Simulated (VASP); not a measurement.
SiC, 2 atoms in the cell. The structure is cubic, space group Pm-3m (No. 221). Conventional cell: a = 2.620 Å, b = 2.620 Å, c = 2.620 Å, α = 90.00°, β = 90.00°, γ = 90.00°. Within 3.0 Å of Si (site symmetry m-3m) lie 8 C at 2.27 Å and 6 Si at 2.62 Å. Within 3.0 Å of C (site symmetry m-3m) lie 8 Si at 2.27 Å and 6 C at 2.62 Å. 

- Program: VASP 6.6.1
- Task: single point
- Functional: r2SCAN
- Potentials or basis: VASP PAW PBE potentials, release 64 (Si, C)
- Cutoff: 660 eV
- k mesh: 8 × 8 × 8
- Occupations: fermi-dirac, width 0.02 eV
- Spin: no spin polarisation
- Dipole correction: no
- Further INCAR settings: ALGO = Normal; EDIFF = 1e-06; NBANDS = 11

Potentials or basis: VASP PAW PBE potentials, release 64 (Si, C).

The run is started by

```sh
$ cat potpaw_PBE.64/Si/POTCAR potpaw_PBE.64/C/POTCAR > POTCAR
$ cp INCAR.step1 INCAR
$ mpirun -np 1 vasp_std > vasp.out
$ cp INCAR.step2 INCAR
$ mpirun -np 1 vasp_std > vasp.out
```

Hardware: 1 thread of Intel Xeon 8259CL, on a shared host.

Task: Estimate the wall time of this run.

Result: It took 40 s on 1 thread of Intel Xeon 8259CL, with other jobs on the host, peak memory 0.14 GiB. Counts: k points 35.
